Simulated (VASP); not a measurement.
# B (I4/mmm) in VASP: single point with PBE

Aim: the single point of B with PBE.

Program: VASP 6.6.1. These are calculated values, not measurements. Logs are shortened: lines on timing, memory, paths and dates and some standing lists are left out, and cuts for length are marked.

### Step 1. The cell of the first run

Symmetry: I4/mmm, No. 139, tetragonal system. The conventional cell has a = 2.055 Å, b = 2.055 Å, c = 2.796 Å, α = 90.00°, β = 90.00°, γ = 90.00°. Within 2.7 Å of B (site symmetry 4/mmm) lie 12 B at 2.02 to 2.05 Å.

### Step 2. Single point, PBE

Contents of INCAR:

```
SYSTEM = B
PREC     = Accurate       ! precision mode
ENCUT    = 520            ! plane-wave cutoff, eV
EDIFF    = 1E-7           ! SCF threshold, eV
ISMEAR   = 0              ! smearing method
SIGMA    = 0.1            ! smearing width, eV
LREAL    = .False.        ! projectors in reciprocal space
LASPH    = .True.         ! aspherical terms in the spheres
NELM     = 100            ! most SCF steps
ALGO     = Normal         ! electronic algorithm
ISIF     = 2              ! what is computed and relaxed
LWAVE    = .False.        ! write WAVECAR
LCHARG   = .False.        ! write CHGCAR
GGA      = PE             ! functional
NBANDS   = 14             ! bands
```

Contents of KPOINTS:

```
Automatic mesh
0
Gamma
  8 8 4
  0 0 0
```

Contents of POSCAR:

```
B
1.0
    2.0546252301      0.0000000000      0.0000000000
    0.0000000000      2.0546252301      0.0000000000
    0.0000000000      0.0000000000      5.5927191362
B
4
Direct
    0.0000000000      0.0000000000      0.5000000000
    0.5000000000      0.5000000000      0.2499985647
    0.5000000000      0.5000000000      0.7500014353
    0.0000000000      0.0000000000      0.0000000000
```

Potentials or basis: VASP PAW PBE potentials, release 64 (B).

Run with:

```
$ cat potpaw_PBE.64/B/POTCAR > POTCAR
$ mpirun -np 1 vasp_std > vasp.out
```

OUTCAR:

```text
SYSTEM = B
   PREC = Accurate
   ENCUT = 520
   EDIFF = 1E-7
   ISMEAR = 0
   LREAL = .False.
   LASPH = .True.
   NELM = 100
   ISIF = 2
   GGA = PE

 ion  position               nearest neighbor table
   1  0.000  0.000  0.500-   2 2.02   3 2.02   2 2.02   3 2.02   2 2.02   3 2.02   2 2.02   3 2.02

   2  0.500  0.500  0.250-   4 2.02   4 2.02   4 2.02   4 2.02   1 2.02   1 2.02   1 2.02   1 2.02

   3  0.500  0.500  0.750-   4 2.02   4 2.02   4 2.02   4 2.02   1 2.02   1 2.02   1 2.02   1 2.02

   4  0.000  0.000  0.000-   2 2.02   3 2.02   2 2.02   3 2.02   2 2.02   3 2.02   2 2.02   3 2.02

  LATTYP: Found a simple tetragonal cell.
 ALAT       =     2.0546252301
 C/A-ratio  =     2.7220142410

  Lattice vectors:

 A1 = (   2.0546252301,   0.0000000000,   0.0000000000)
 A2 = (   0.0000000000,   2.0546252301,   0.0000000000)
 A3 = (   0.0000000000,   0.0000000000,   5.5927191362)

Analysis of symmetry for initial positions (statically):
=====================================================================
 Subroutine PRICEL returns following result:

  LATTYP: Found a body centered tetragonal cell.
 ALAT       =     2.0546252301
 C/A-ratio  =     1.3610071205

  Lattice vectors:

 A1 = (  -1.0273126151,  -1.0273126151,  -1.3981717568)
 A2 = (   1.0273126151,   1.0273126151,  -1.3981878113)
 A3 = (   1.0273126151,  -1.0273126151,   1.3981717568)

   4 primitive cells build up your supercell.

 Routine SETGRP: Setting up the symmetry group for a
 simple tetragonal supercell.

 Subroutine GETGRP returns: Found 16 space group operations
 (whereof 16 operations were pure point group operations)
 out of a pool of 16 trial point group operations.

The static configuration has the point symmetry D_4h.

Analysis of symmetry for dynamics (positions and initial velocities):
=====================================================================
 Subroutine PRICEL returns following result:

  LATTYP: Found a body centered tetragonal cell.
 ALAT       =     2.0546252301
 C/A-ratio  =     1.3610071205

  Lattice vectors:

 A1 = (  -1.0273126151,  -1.0273126151,  -1.3981717568)
 A2 = (   1.0273126151,   1.0273126151,  -1.3981878113)
 A3 = (   1.0273126151,  -1.0273126151,   1.3981717568)

   4 primitive cells build up your supercell.

 Routine SETGRP: Setting up the symmetry group for a
 simple tetragonal supercell.

 Subroutine GETGRP returns: Found 16 space group operations
 (whereof 16 operations were pure point group operations)
 out of a pool of 16 trial point group operations.

The dynamic configuration has the point symmetry D_4h.

 Subroutine INISYM returns: Found 16 space group operations
 (whereof 16 operations are pure point group operations),
 and found     4 'primitive' translations

----------------------------------------------------------------------------------------

                                     Primitive cell

  volume of cell :       5.9024

  direct lattice vectors                    reciprocal lattice vectors
    -1.027312615 -1.027312615 -1.398171757    -0.000002794 -0.486706765 -0.357607802
     1.027312615  1.027312615 -1.398187811     0.486703971  0.000000000 -0.357607802
     1.027312615 -1.027312615  1.398171757     0.486706765 -0.486706765  0.000000000

  length of vectors
     2.016339922  2.016351054  2.016339922     0.603959283  0.603957032  0.688307309

  position of ions in fractional coordinates (direct lattice)
     0.000000000  0.000000000  0.000000000

  ion indices of the primitive-cell ions
   primitive index   ion index
                 1           1

----------------------------------------------------------------------------------------

 KPOINTS: Automatic mesh

Automatic generation of k-mesh.
 Grid dimensions read from file:
 generate k-points for:    8    8    4

 Generating k-lattice:

  Cartesian coordinates                     Fractional coordinates (reciprocal lattice)
     0.060838346  0.000000000  0.000000000     0.125000000  0.000000000  0.000000000
     0.000000000  0.060838346  0.000000000     0.000000000  0.125000000  0.000000000
     0.000000000  0.000000000  0.044700975     0.000000000  0.000000000  0.250000000

  Length of vectors
     0.060838346  0.060838346  0.044700975

  Shift w.r.t. Gamma in fractional coordinates (k-lattice)
     0.000000000  0.000000000  0.000000000

 Subroutine IBZKPT returns following result:
 ===========================================

 Found     45 irreducible k-points:

 Following reciprocal coordinates:
            Coordinates               Weight
  0.000000  0.000000  0.000000      1.000000
  0.125000  0.000000  0.000000      4.000000
  0.250000  0.000000  0.000000      4.000000
  0.375000  0.000000  0.000000      4.000000
  0.500000  0.000000  0.000000      2.000000
  0.125000  0.125000  0.000000      4.000000
[... 16 lines left out ...]
  0.375000  0.125000  0.250000     16.000000
  0.500000  0.125000  0.250000      8.000000
 [... further k-points ...]
   k-points           NKPTS =     45   k-points in BZ     NKDIM =     45   number of bands    NBANDS=     14
   number of dos      NEDOS =    301   number of ions     NIONS =      4
   total plane-waves  NPLWV =  10752
   dimension x,y,z NGX =    16 NGY =   16 NGZ =   42
   dimension x,y,z NGXF=    32 NGYF=   32 NGZF=   84
   ions per type =               4
   NGX,Y,Z   is equivalent  to a cutoff of  12.95, 12.95, 12.48 a.u.
   NGXF,Y,Z  is equivalent  to a cutoff of  25.89, 25.89, 24.97 a.u.
 SYSTEM =  B
   PREC   = accura    normal or accurate (medium, high low for compatibility)
   ISTART =      0    job   : 0-new  1-cont  2-samecut
   ICHARG =      2    charge: 1-file 2-atom 10-const
   ISPIN  =      1    spin polarized calculation?
   LNONCOLLINEAR =      F non collinear calculations
   LSORBIT =      F    spin-orbit coupling
   LASPH  =      T    aspherical Exc in radial PAW
   ENCUT  =  520.0 eV  38.22 Ry    6.18 a.u.   3.82  3.82 10.40*2*pi/ulx,y,z
   NELM   =    100;   NELMIN=  2; NELMDL= -5     # of ELM steps
   EDIFF  = 0.1E-06   stopping-criterion for ELM
   LREAL  =      F    real-space projection
   EDIFFG = 0.1E-05   stopping-criterion for IOM
   NSW    =      0    number of steps for IOM
   IBRION =     -1    ionic relax: 0-MD 1-quasi-New 2-CG
   NFREE  =      0    steps in history (QN), initial steepest desc. (CG)
   ISIF   =      2    stress and relaxation
   ISYM   =      2    0-nonsym 1-usesym 2-fastsym
   POTIM  = 0.5000    time-step for ionic-motion
   TEBEG  =    0.0;   TEEND  =   0.0 temperature during run
   PSTRESS=    0.0 pullay stress
   NELECT =      12.0000    total number of electrons
   NUPDOWN=      -1.0000    fix difference up-down
   EMIN   =  10.00;   EMAX   =-10.00  energy-range for DOS
   EFERMI =   0.00;   METHOD = LEGACY
   ISMEAR =     0;   SIGMA  =   0.10  broadening in eV -4-tet -1-fermi 0-gaus
   EFERMI_NEDOS =   21; number of points for ismear=-14 and -15
   IALGO  =     38    algorithm
   IMIX   =      4    mixing-type and parameters
     AMIX     =   0.40;   BMIX     =  1.00
     AMIX_MAG =   1.60;   BMIX_MAG =  1.00
  volume/ion in A,a.u.               =       5.90        39.83
  Fermi-wavevector in a.u.,A,eV,Ry     =   1.306489  2.468907 23.223976  1.706914
  Thomas-Fermi vector in A             =   2.437288
   LORBIT       =      0    0 simple, 1 ext, 2 COOP (PROOUT), +10 PAW based schemes
   GGA     = PE    functional components
   LHFCALC =     F    Hartree Fock is set to
   AEXX    =    0.0000 exact exchange contribution
   IVDW    =     0    specifies the selected vdW correction
   LEPSILON=     F    determine dielectric tensor
   LRPA    =     F    only Hartree local field effects (RPA)
 non-spin polarized calculation
 Gauss-broadening in eV      SIGMA  =   0.10
  energy-cutoff  :      520.00
  volume of cell :       23.61
 maximum number of plane-waves:       650
 NGX is ok and might be reduce to    16
   NGX =  7   NGY =  7   NGZ = 21

 number of electron      12.0000000 magnetization

 Free energy of the ion-electron system (eV)
  ---------------------------------------------------
  ext. energy  EPLUGINS =         0.00000000
  ---------------------------------------------------
  free energy    TOTEN  =       -21.41231533 eV

  energy without entropy =      -21.40266284  energy(sigma->0) =      -21.40748909

 E-fermi :  10.5045     XC(G=0): -13.0120

 val. band max:       10.4990739079   @ k =   0.5000   0.3750   0.5000
 cond. band min:      10.5366039846   @ k =   0.3750   0.2500   0.2500
 fundamental gap:      0.0375300767
 Fermi energy:        10.5044519422

 k-point     1 :       0.0000    0.0000    0.0000
  band No.  band energies     occupation
      1      -8.6283      2.00000
      2      -4.8094      2.00000
      3      -4.8094      2.00000
      4       3.9555      2.00000
      5      11.3304      0.00000
      6      15.9171      0.00000
      7      15.9171      0.00000
      8      19.8021      0.00000
      9      19.8021      0.00000
     10      19.8021      0.00000
     11      19.8021      0.00000
     12      24.1064      0.00000
     13      24.1064      0.00000
     14      25.8036      0.00000

 k-point     2 :       0.1250    0.0000    0.0000
  band No.  band energies     occupation
      1      -8.1850      2.00000
      2      -4.3701      2.00000
      3      -4.3701      2.00000
      4       4.4761      2.00000
      5      10.9689      0.00000
      6      13.4000      0.00000
      7      16.3664      0.00000
      8      16.7494      0.00000
      9      16.7494      0.00000
     10      20.1642      0.00000
     11      20.1642      0.00000
     12      24.2077      0.00000
     13      24.2077      0.00000
     14      24.9611      0.00000
[... 343 lines left out ...]
      1      -3.9738      2.00000
      2      -2.1387      2.00000
      3       1.2286      2.00000
      4       2.8425      2.00000
      5       6.1959      2.00000
      6       7.6714      2.00000
      7       9.6764      2.00000
      8      14.8282      0.00000
      9      16.3439      0.00000
     10      17.7413      0.00000
     11      19.0422      0.00000
     12      20.7889      0.00000
     13      21.2885      0.00000
     14      22.2785      0.00000

 k-point    24 :       0.5000    0.1250    0.2500
  band No.  band energies     occupation
      1      -0.9249      2.00000
      2      -0.9249      2.00000
      3       0.5367      2.00000
      4       0.5367      2.00000
      5       6.1390      2.00000
      6       6.1390      2.00000
      7      10.8445      0.00000
      8      10.8445      0.00000
      9      18.5635      0.00000
     10      18.5635      0.00000
     11      20.1799      0.00000
     12      20.1799      0.00000
     13      21.1467      0.00000
     14      21.1467      0.00000

 [... further k-points ...]

------------------------ aborting loop because EDIFF is reached ----------------------------------------

  FORCE on cell =-STRESS in cart. coord.  units (eV):
  Direction    XX          YY          ZZ          XY          YZ          ZX
  --------------------------------------------------------------------------------------
  -------------------------------------------------------------------------------------
  Total        0.0048998      0.0048998      0.0000258      0.0000000      0.0000000     -0.0000000
  in kB        0.3325051      0.3325051      0.0017492      0.0000000      0.0000000     -0.0000000
  external PRESSURE =       0.2222531 kB  Pullay stress =       0.0000000 kB

 VOLUME and BASIS-vectors are now :
 -----------------------------------------------------------------------------
  energy-cutoff  :      520.00
  volume of cell :       23.61
      direct lattice vectors                 reciprocal lattice vectors
     2.054625230  0.000000000  0.000000000     0.486706765  0.000000000  0.000000000
     0.000000000  2.054625230  0.000000000     0.000000000  0.486706765  0.000000000
     0.000000000  0.000000000  5.592719136     0.000000000  0.000000000  0.178803901

 POSITION                                       TOTAL-FORCE (eV/Angst)
 -----------------------------------------------------------------------------------
      0.00000      0.00000      2.79636         0.000000      0.000000     -0.000000
      1.02731      1.02731      1.39817        -0.000000     -0.000000      0.000000
      1.02731      1.02731      4.19455        -0.000000      0.000000      0.000000
      0.00000      0.00000      0.00000         0.000000     -0.000000     -0.000000
 -----------------------------------------------------------------------------------
    total drift:                                0.000000     -0.000000      0.000000

  FREE ENERGIE OF THE ION-ELECTRON SYSTEM (eV)
  ---------------------------------------------------
  free  energy   TOTEN  =       -21.4123153273 eV

  energy  without entropy=      -21.4026628444  energy(sigma->0) =      -21.40748909
```

Wall time 5 s (1 thread of Intel Xeon 6975P-C (Granite Rapids), shared host); peak memory 0.13 GiB.

What came out:

```
Free energy            : -21.4123 eV
Pressure               : 0.0 GPa
Band gap on the k mesh : zero (band 6 reaches 16.92 eV, above the bottom of band 7 at 7.93 eV)
```

Caveat: the k points lie up to 0.38 Å⁻¹ apart.
